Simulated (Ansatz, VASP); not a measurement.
# MgB2 in VASP and in Ansatz

Contents of INCAR:

```
SYSTEM = MgB2
PREC = Accurate
ENCUT = 520
EDIFF = 1E-7
ISMEAR = -1
SIGMA = 0.05
LREAL = .FALSE.
LASPH = .TRUE.
NELM = 60
ALGO = Normal
ISIF = 2
LWAVE = .FALSE.
LCHARG = .FALSE.
NBANDS = 11
```

KPOINTS

```
regular mesh
0
G
  12 12 9
  0 0 0
```

The input POSCAR:

```
MgB2
1.0
    3.1455062765      0.0000000000      0.0000000000
   -1.5727531383      2.7240883433      0.0000000000
    0.0000000000      0.0000000000      3.5920959734
Mg B
1 2
Direct
    0.0000000000      0.0000000000      0.0000000000
    0.3333333333      0.6666666667      0.5000000000
    0.6666666667      0.3333333333      0.5000000000
```

Input for Ansatz:

```yaml
crystal:
  lattice:
    - [3.1455062765, 0.0, 0.0]
    - [-1.5727531383, 2.7240883433, 0.0]
    - [0.0, 0.0, 3.5920959734]
  atoms:
    - { symbol: Mg, position: [0.0, 0.0, 0.0] }
    - { symbol: B, position: [0.3333333333, 0.6666666667, 0.5] }
    - { symbol: B, position: [0.6666666667, 0.3333333333, 0.5] }
kpoints:
  mp_grid: { grid: [12, 12, 9] }
  band_path:
    path:
      - [0.0, 0.0, 0.0]
      - [0.5, 0.0, 0.0]
      - [0.3333333333, 0.3333333333, 0.0]
      - [0.0, 0.0, 0.0]
      - [0.0, 0.0, 0.5]
      - [0.5, 0.0, 0.5]
      - [0.3333333333, 0.3333333333, 0.5]
      - [0.0, 0.0, 0.5]
      - [0.5, 0.0, 0.5]
    npoints: 5
scf:
  occupations: { method: fermi_dirac, width: 0.05 }
hamiltonian:
  xc: lda
  pseudopotentials: { kind: all_electron, lapw: { basis_error: 0.0005 } }
output:
  forces: true
  stress: true
  eigenvalues: true
```

Change from the starting cell: volume scaled by 1.06.

Alike in both runs: task single point; functional LDA; k mesh 12 × 12 × 9; occupations fermi-dirac, width 0.05 eV; no spin polarisation.

|  | VASP | Ansatz |
| --- | --- | --- |
| version | VASP 6.6.1 | Ansatz 0.2.0 |
| potentials or method | VASP PAW LDA potentials, release 64 (Mg, B), cutoff 520 eV | all-electron LAPW, scalar-relativistic |

```tsv
	VASP	Ansatz	Ansatz less VASP
pressure (GPa)	-15.3	-14.7	+0.56
traceless stress, the component that is largest in VASP (GPa)	2.94	3.06	+0.124
```

LDA's correlation is that of Perdew and Zunger in VASP and of Perdew and Wang (1992) in Ansatz. Ansatz ran all-electron here, and VASP with PAW potentials.
